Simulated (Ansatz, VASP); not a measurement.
## Na4AlO: VASP beside Ansatz

The input INCAR:

```
  ALGO = Normal
  EDIFF = 1E-7
  ENCUT = 520
  GGA = PE
  ISIF = 2
  ISMEAR = 0
  ISPIN = 2
  LASPH = T
  LCHARG = F
  LORBIT = 11
  LREAL = F
  LWAVE = F
  MAGMOM = 0 0 0 0 0 0 0 0 0 0 1 1
  NBANDS = 53
  NELM = 150
  PREC = Accurate
  SIGMA = 0.1
```

KPOINTS

```
k-points
0
Gamma
  4 4 2
```

Contents of POSCAR:

```
Na4AlO
1.0
    6.2139784235      0.0000000000      0.0000000000
    0.0000000000      6.2139784235      0.0000000000
    0.0000000000      0.0000000000      7.5233983888
Na Al O
8 2 2
Direct
    0.5000000000      0.5000000000      0.3021122358
    0.5000000000      0.5000000000      0.6978877642
    0.0000000000      0.0000000000      0.6978877642
    0.0000000000      0.0000000000      0.3021122358
    0.8005328371      0.3005328371      0.0000000000
    0.1994671629      0.6994671629      0.0000000000
    0.3005328371      0.1994671629      0.0000000000
    0.6994671629      0.8005328371      0.0000000000
    0.0000000000      0.5000000000      0.5000000000
    0.5000000000      0.0000000000      0.5000000000
    0.5000000000      0.5000000000      0.0000000000
    0.0000000000      0.0000000000      0.0000000000
```

Input for Ansatz:

```yaml
crystal:
  lattice:
    - [6.2139784235, 0.0, 0.0]
    - [0.0, 6.2139784235, 0.0]
    - [0.0, 0.0, 7.5233983888]
  atoms:
    - { symbol: Na, position: [0.5, 0.5, 0.3021122358] }
    - { symbol: Na, position: [0.5, 0.5, 0.6978877642] }
    - { symbol: Na, position: [0.0, 0.0, 0.6978877642] }
    - { symbol: Na, position: [0.0, 0.0, 0.3021122358] }
    - { symbol: Na, position: [0.8005328371, 0.3005328371, 0.0] }
    - { symbol: Na, position: [0.1994671629, 0.6994671629, 0.0] }
    - { symbol: Na, position: [0.3005328371, 0.1994671629, 0.0] }
    - { symbol: Na, position: [0.6994671629, 0.8005328371, 0.0] }
    - { symbol: Al, position: [0.0, 0.5, 0.5] }
    - { symbol: Al, position: [0.5, 0.0, 0.5] }
    - { symbol: O, position: [0.5, 0.5, 0.0], spin: 1.0 }
    - { symbol: O, position: [0.0, 0.0, 0.0], spin: 1.0 }
basis:
  ecutwfc: 420
kpoints:
  mp_grid: { grid: [4, 4, 2] }
hamiltonian:
  xc: pbe
scf:
  occupations: { method: gaussian, width: 0.1 }
  lower_state_search: "off"
output:
  forces: true
  stress: true
  eigenvalues: true
  populations: true
magnetization:
  spin_polarized: true
```

Alike in both runs: task single point; functional PBE; k mesh 4 × 4 × 2; occupations gaussian, width 0.1 eV; collinear spin.

|  | VASP | Ansatz |
| --- | --- | --- |
| version | VASP 6.6.1 | Ansatz 0.2.0 |
| potentials or method | VASP PAW PBE potentials, release 64 (Na_pv, Al, O), cutoff 520 eV | scalar-relativistic, plane waves, PAW |
| valence electrons in the cell | 74 | 90 |

|  | VASP | Ansatz | Ansatz less VASP |
| --- | --- | --- | --- |
| gap on the k mesh at the Fermi level (eV) | none | none | - |
| pressure (GPa) | 0.1 | 0.0 | -0.06 |
| traceless stress, the component that is largest in VASP (GPa) | 0.57 | 0.58 | +0.008 |
| rms of the force components (eV/Å) | 0.014 | 0.016 | +0.0023 |
| net moment per atom (μB) | 0.06 | 0.06 | 0.000 |
| size of the moment on the site where the two differ most (μB) | 0.03 | 0.10 | +0.074 |

Site moments also hang on the region over which each program counts them. Atom by atom the forces differ by 0.005 eV/Å (rms over components). A gap of «none» marks a metal or a gap that the smearing closes. VASP's potentials hold 74 valence electrons a cell and Ansatz's 90, so a difference there can come from the potentials and not from the codes.

The k mesh is coarse, so the values compare programs but aren't converged.
